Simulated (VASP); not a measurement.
# RbBr3 (I4/mmm) in VASP: notebook

Runs on RbBr3. Level: PBE. Tasks: single point.

Everything below comes from runs of VASP 6.6.1. Logs are shortened: lines on timing, memory, paths and dates and some standing lists are left out, and cuts for length are marked.

## 1. The cell of the first run

Symmetry: I4/mmm, No. 139, tetragonal system. Conventional cell: a = 4.517 Å, b = 4.517 Å, c = 12.874 Å, α = 90.00°, β = 90.00°, γ = 90.00°. Rb (site symmetry 4/mmm) has 12 Br at 3.19 to 3.93 Å within 4.2 Å. Within 4.2 Å of Br (site symmetry -4m2) lie 8 Br at 3.19 to 3.93 Å and 4 Rb at 3.93 Å. Br (site symmetry 4/mmm) has 4 Rb at 3.19 Å and 8 Br at 3.93 Å within 4.2 Å.

## 2. Single point, PBE

Contents of INCAR:

```
PREC     = Accurate       # precision mode
ENCUT    = 500            # plane-wave cutoff, eV
EDIFF    = 1E-6           # SCF threshold, eV
ISMEAR   = 1              # smearing method
SIGMA    = 0.05           # smearing width, eV
LREAL    = False          # projectors in reciprocal space
LASPH    = True           # aspherical terms in the spheres
NELM     = 120            # most SCF steps
ALGO     = Normal         # electronic algorithm
ISIF     = 2              # what is computed and relaxed
LWAVE    = False          # write WAVECAR
LCHARG   = False          # write CHGCAR
GGA      = PE             # functional
NBANDS   = 23             # bands
GGA_COMPAT= False
```

Contents of KPOINTS:

```
regular mesh
0
Gamma
  14 14 14
```

Contents of POSCAR:

```
RbBr3
1.0
   -2.2585671000      2.2585671000      6.4370042300
    2.2585671000     -2.2585671000      6.4370042300
    2.2585671000      2.2585671000     -6.4370042300
Rb Br
1 3
Direct
    0.0000000000      0.0000000000      0.0000000000
    0.7500000000      0.2500000000      0.5000000000
    0.2500000000      0.7500000000      0.5000000000
    0.5000000000      0.5000000000      0.0000000000
```

Potentials or basis: VASP PAW PBE potentials, release 64 (Rb_sv, Br).

Run with:

```
$ cat potpaw_PBE.64/Rb_sv/POTCAR potpaw_PBE.64/Br/POTCAR > POTCAR
$ mpirun -np 1 vasp_std > vasp.out
```

OUTCAR:

```text
PREC = Accurate
   ENCUT = 500
   EDIFF = 1E-6
   ISMEAR = 1
   LREAL = False
   LASPH = True
   NELM = 120
   ISIF = 2
   GGA = PE

 ion  position               nearest neighbor table
   1  0.000  0.000  0.000-   4 3.19   4 3.19   4 3.19   4 3.19   2 3.93   2 3.93   3 3.93   3 3.93
                             3 3.93   2 3.93   3 3.93   2 3.93
   2  0.750  0.250  0.500-   1 3.93   1 3.93   1 3.93   1 3.93
   3  0.250  0.750  0.500-   1 3.93   1 3.93   1 3.93   1 3.93
   4  0.500  0.500  0.000-   1 3.19   1 3.19   1 3.19   1 3.19

  LATTYP: Found a body centered tetragonal cell.
 ALAT       =     4.5171342000
 C/A-ratio  =     2.8500389605

  Lattice vectors:

 A1 = (  -2.2585671000,   2.2585671000,   6.4370042300)
 A2 = (   2.2585671000,  -2.2585671000,   6.4370042300)
 A3 = (   2.2585671000,   2.2585671000,  -6.4370042300)

Analysis of symmetry for initial positions (statically):
=====================================================================
 Subroutine PRICEL returns:
 Original cell was already a primitive cell.

 Routine SETGRP: Setting up the symmetry group for a
 body centered tetragonal supercell.

 Subroutine GETGRP returns: Found 16 space group operations
 (whereof 16 operations were pure point group operations)
 out of a pool of 16 trial point group operations.

The static configuration has the point symmetry D_4h.

Analysis of symmetry for dynamics (positions and initial velocities):
=====================================================================
 Subroutine PRICEL returns:
 Original cell was already a primitive cell.

 Routine SETGRP: Setting up the symmetry group for a
 body centered tetragonal supercell.

 Subroutine GETGRP returns: Found 16 space group operations
 (whereof 16 operations were pure point group operations)
 out of a pool of 16 trial point group operations.

The dynamic configuration has the point symmetry D_4h.

 Subroutine INISYM returns: Found 16 space group operations
 (whereof 16 operations are pure point group operations),
 and found     1 'primitive' translations

----------------------------------------------------------------------------------------

                                     Primitive cell

  volume of cell :     131.3439

  direct lattice vectors                    reciprocal lattice vectors
    -2.258567100  2.258567100  6.437004230     0.000000000  0.221379298  0.077675885
     2.258567100 -2.258567100  6.437004230     0.221379298  0.000000000  0.077675885
     2.258567100  2.258567100 -6.437004230     0.221379298  0.221379298  0.000000000

  length of vectors
     7.185908025  7.185908025  7.185908025     0.234611033  0.234611033  0.313077606

  position of ions in fractional coordinates (direct lattice)
     0.000000000  0.000000000  0.000000000
     0.750000000  0.250000000  0.500000000
     0.250000000  0.750000000  0.500000000
     0.500000000  0.500000000  0.000000000

  ion indices of the primitive-cell ions
   primitive index   ion index
                 1           1
                 2           2
                 3           3
                 4           4

----------------------------------------------------------------------------------------

 KPOINTS: regular mesh

Automatic generation of k-mesh.
 Grid dimensions read from file:
 generate k-points for:   14   14   14

 Generating k-lattice:

  Cartesian coordinates                     Fractional coordinates (reciprocal lattice)
     0.000000000  0.015812807  0.005548277     0.071428571  0.000000000  0.000000000
     0.015812807  0.000000000  0.005548277     0.000000000  0.071428571  0.000000000
     0.015812807  0.015812807  0.000000000     0.000000000  0.000000000  0.071428571

  Length of vectors
     0.016757931  0.016757931  0.022362686

  Shift w.r.t. Gamma in fractional coordinates (k-lattice)
     0.000000000  0.000000000  0.000000000

 Subroutine IBZKPT returns following result:
 ===========================================

 Found    244 irreducible k-points:

 Following reciprocal coordinates:
            Coordinates               Weight
  0.000000  0.000000  0.000000      1.000000
  0.071429 -0.000000  0.000000      8.000000
  0.142857 -0.000000  0.000000      8.000000
  0.214286 -0.000000  0.000000      8.000000
  0.285714 -0.000000  0.000000      8.000000
  0.357143  0.000000 -0.000000      8.000000
[... 16 lines left out ...]
  0.214286  0.142857  0.000000     16.000000
  0.285714  0.142857  0.000000     16.000000
 [... further k-points ...]
   k-points           NKPTS =    244   k-points in BZ     NKDIM =    244   number of bands    NBANDS=     23
   number of dos      NEDOS =    301   number of ions     NIONS =      4
   total plane-waves  NPLWV = 157464
   dimension x,y,z NGX =    54 NGY =   54 NGZ =   54
   dimension x,y,z NGXF=   108 NGYF=  108 NGZF=  108
   ions per type =               1   3
   NGX,Y,Z   is equivalent  to a cutoff of  12.49, 12.49, 12.49 a.u.
   NGXF,Y,Z  is equivalent  to a cutoff of  24.99, 24.99, 24.99 a.u.
 SYSTEM =  unknown system
   PREC   = accura    normal or accurate (medium, high low for compatibility)
   ISTART =      0    job   : 0-new  1-cont  2-samecut
   ICHARG =      2    charge: 1-file 2-atom 10-const
   ISPIN  =      1    spin polarized calculation?
   LNONCOLLINEAR =      F non collinear calculations
   LSORBIT =      F    spin-orbit coupling
   LASPH  =      T    aspherical Exc in radial PAW
   ENCUT  =  500.0 eV  36.75 Ry    6.06 a.u.  13.10 13.10 13.10*2*pi/ulx,y,z
   NELM   =    120;   NELMIN=  2; NELMDL= -5     # of ELM steps
   EDIFF  = 0.1E-05   stopping-criterion for ELM
   LREAL  =      F    real-space projection
   EDIFFG = 0.1E-04   stopping-criterion for IOM
   NSW    =      0    number of steps for IOM
   IBRION =     -1    ionic relax: 0-MD 1-quasi-New 2-CG
   NFREE  =      0    steps in history (QN), initial steepest desc. (CG)
   ISIF   =      2    stress and relaxation
   ISYM   =      2    0-nonsym 1-usesym 2-fastsym
   POTIM  = 0.5000    time-step for ionic-motion
   TEBEG  =    0.0;   TEEND  =   0.0 temperature during run
   PSTRESS=    0.0 pullay stress
   NELECT =      30.0000    total number of electrons
   NUPDOWN=      -1.0000    fix difference up-down
   EMIN   =  10.00;   EMAX   =-10.00  energy-range for DOS
   EFERMI =   0.00;   METHOD = LEGACY
   ISMEAR =     1;   SIGMA  =   0.05  broadening in eV -4-tet -1-fermi 0-gaus
   EFERMI_NEDOS =   21; number of points for ismear=-14 and -15
   IALGO  =     38    algorithm
   IMIX   =      4    mixing-type and parameters
     AMIX     =   0.40;   BMIX     =  1.00
     AMIX_MAG =   1.60;   BMIX_MAG =  1.00
  volume/ion in A,a.u.               =      32.84       221.59
  Fermi-wavevector in a.u.,A,eV,Ry     =   1.000719  1.891084 13.625388  1.001438
  Thomas-Fermi vector in A             =   2.133093
   LORBIT       =      0    0 simple, 1 ext, 2 COOP (PROOUT), +10 PAW based schemes
   GGA     = PE    functional components
   LHFCALC =     F    Hartree Fock is set to
   AEXX    =    0.0000 exact exchange contribution
   IVDW    =     0    specifies the selected vdW correction
   LEPSILON=     F    determine dielectric tensor
   LRPA    =     F    only Hartree local field effects (RPA)
 non-spin polarized calculation
 Methfessel and Paxton  Order N= 1 SIGMA  =   0.05
  energy-cutoff  :      500.00
  volume of cell :      131.34
 maximum number of plane-waves:      3367
 NGX is ok and might be reduce to    54
   NGX = 27   NGY = 27   NGZ = 27

 number of electron      29.9999999 magnetization

 Free energy of the ion-electron system (eV)
  ---------------------------------------------------
  ext. energy  EPLUGINS =         0.00000000
  ---------------------------------------------------
  free energy    TOTEN  =        -8.26899505 eV

  energy without entropy =       -8.26970453  energy(sigma->0) =       -8.26923154

 E-fermi :  -0.3832     XC(G=0):  -8.1956

 val. band max:       -0.3870328934   @ k =   0.3571   0.0000  -0.0000
 cond. band min:      -0.3825241346   @ k =  -0.1429  -0.3571   0.1429
 fundamental gap:      0.0045087588
 Fermi energy:        -0.3832340763

 k-point     1 :       0.0000    0.0000    0.0000
  band No.  band energies     occupation
      1     -24.7833      2.00000
      2     -14.8631      2.00000
      3     -13.4611      2.00000
      4     -12.8869      2.00000
      5      -9.0182      2.00000
      6      -8.9156      2.00000
[... 15 lines left out ...]
     22       8.6828      0.00000
     23       8.6828      0.00000

 k-point     2 :       0.0714   -0.0000    0.0000
  band No.  band energies     occupation
      1     -24.7828      2.00000
      2     -14.8475      2.00000
      3     -13.4806      2.00000
      4     -12.8931      2.00000
      5      -9.0158      2.00000
      6      -8.9124      2.00000
[... 15 lines left out ...]
     22       8.5296      0.00000
     23       8.6459      0.00000

 k-point     3 :       0.1429   -0.0000    0.0000
  band No.  band energies     occupation
      1     -24.7814      2.00000
      2     -14.8011      2.00000
      3     -13.5379      2.00000
      4     -12.9104      2.00000
      5      -9.0091      2.00000
      6      -8.9032      2.00000
[... 15 lines left out ...]
     22       8.4897      0.00000
     23       8.6023      0.00000
[... 495 lines left out ...]
 k-point    23 :       0.2143    0.1429    0.0000
  band No.  band energies     occupation
      1     -24.7776      2.00000
      2     -14.6716      2.00000
      3     -13.6823      2.00000
      4     -12.9416      2.00000
      5      -8.9879      2.00000
      6      -8.9636      2.00000
[... 15 lines left out ...]
     22       8.1667      0.00000
     23       9.3199      0.00000

 k-point    24 :       0.2857    0.1429    0.0000
  band No.  band energies     occupation
      1     -24.7755      2.00000
      2     -14.5762      2.00000
      3     -13.7868      2.00000
      4     -12.9583      2.00000
      5      -8.9784      2.00000
      6      -8.9571      2.00000
[... 15 lines left out ...]
     22       8.4014      0.00000
     23       9.3900      0.00000

 [... further k-points ...]

------------------------ aborting loop because EDIFF is reached ----------------------------------------

  FORCE on cell =-STRESS in cart. coord.  units (eV):
  Direction    XX          YY          ZZ          XY          YZ          ZX
  --------------------------------------------------------------------------------------
  -------------------------------------------------------------------------------------
  Total        0.4225485      0.4225485      0.8673865      0.0000000      0.0000000      0.0000000
  in kB        5.1543910      5.1543910     10.5806772      0.0000000      0.0000000      0.0000000
  external PRESSURE =       6.9631531 kB  Pullay stress =       0.0000000 kB

 VOLUME and BASIS-vectors are now :
 -----------------------------------------------------------------------------
  energy-cutoff  :      500.00
  volume of cell :      131.34
      direct lattice vectors                 reciprocal lattice vectors
    -2.258567100  2.258567100  6.437004230     0.000000000  0.221379298  0.077675885
     2.258567100 -2.258567100  6.437004230     0.221379298  0.000000000  0.077675885
     2.258567100  2.258567100 -6.437004230     0.221379298  0.221379298  0.000000000

 POSITION                                       TOTAL-FORCE (eV/Angst)
 -----------------------------------------------------------------------------------
      0.00000      0.00000      0.00000         0.000000     -0.000000     -0.000000
      0.00000      2.25857      3.21850        -0.000000     -0.000000      0.000000
      2.25857      0.00000      3.21850         0.000000      0.000000      0.000000
      0.00000      0.00000      6.43700         0.000000     -0.000000     -0.000000
 -----------------------------------------------------------------------------------
    total drift:                               -0.000000      0.000000      0.000000

  FREE ENERGIE OF THE ION-ELECTRON SYSTEM (eV)
  ---------------------------------------------------
  free  energy   TOTEN  =        -8.2689950495 eV

  energy  without entropy=       -8.2697045318  energy(sigma->0) =       -8.26923154
```

Run time: 39 min. Hardware: 1 thread of Oxide Virtual Turin-like, shared host; peak memory 0.77 GiB.

What came out:

| Quantity | Value |
| --- | --- |
| Free energy | -8.2690 eV |
| Pressure | 0.7 GPa |
| Band gap on the k mesh | zero (bands 15 and 16 overlap by 1.01 eV) |

[end of part 1 of 2]
